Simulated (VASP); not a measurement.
**NaH3: single point with PBE**

The system is NaH3.

```xyz
8
Lattice="6.0879 -2.2938 1.5764 6.0879 2.2938 1.5764 -2.5723 0.0000 3.7668" Properties=species:S:1:pos:R:3 pbc="T T T"
Na    2.4172   -1.1464    0.3851
Na    1.1310    1.1464    2.2685
H     4.6163   -1.3023    2.3887
H     2.4184    1.1453    0.3892
H     9.8401   -1.2992    5.3064
H     3.3302    1.3023    4.2721
H     8.5540    1.2992    7.1898
H     1.1322   -1.1453    2.2726
```

```yaml
Program: VASP 6.6.1
Task: single point
Functional: PBE
Potentials_or_basis: VASP PAW PBE potentials, release 64 (Na_pv, H)
Cutoff: 520 eV
k_mesh: 8 × 8 × 8
Occupations: gaussian, width 0.1 eV
Spin: no spin polarisation
```

```json
{"Pressure": "-0.1 GPa", "Largest force": "0.010 eV/Å", "Band gap on the k mesh": "3.00 eV (least direct gap 3.13 eV)"}
```

Forces on the atoms (eV/Å):
```
Na   0.001 -0.001  0.006
Na   0.001  0.001  0.006
H    0.004  0.002 -0.008
H    0.000  0.007 -0.005
H   -0.005  0.002  0.008
H    0.004 -0.002 -0.008
H   -0.005 -0.002  0.008
H    0.000 -0.007 -0.005
```

Levels at points of the mesh, in eV from the valence-band top:
| k point | band 6 | band 7 | band 8 | band 9 | band 10 | band 11 | band 12 | band 13 | band 14 | band 15 |
| --- | --- | --- | --- | --- | --- | --- | --- | --- | --- | --- |
| (0.00, 0.00, 0.00) | -22.77 | -7.44 | -6.23 | -2.51 | 0.00 | 3.13 | 4.77 | 5.93 | 6.39 | 6.44 |
| (0.50, 0.00, 0.00) | -22.80 | -6.83 | -6.83 | -1.40 | -1.40 | 4.54 | 4.61 | 5.53 | 5.60 | 6.31 |
| (0.50, 0.50, 0.00) | -22.77 | -7.39 | -6.24 | -2.74 | -0.02 | 4.40 | 4.42 | 5.20 | 5.63 | 7.75 |
| (0.00, 0.00, 0.50) | -22.80 | -6.82 | -6.82 | -1.39 | -1.39 | 4.12 | 4.12 | 5.45 | 5.45 | 7.13 |
| (0.50, 0.00, 0.50) | -22.76 | -6.76 | -6.75 | -1.09 | -1.00 | 3.00 | 3.62 | 3.83 | 4.30 | 6.33 |
| (0.50, 0.50, 0.50) | -22.80 | -6.82 | -6.82 | -1.40 | -1.40 | 4.15 | 4.15 | 5.45 | 5.45 | 7.10 |

Wall time 8 min on 1 thread of Intel(R) Xeon(R) Platinum 8259CL CPU @ 2.50GHz (Skylake/Cascade Lake) (shared host), peak memory 0.47 GiB.

A k mesh can miss the band edges.
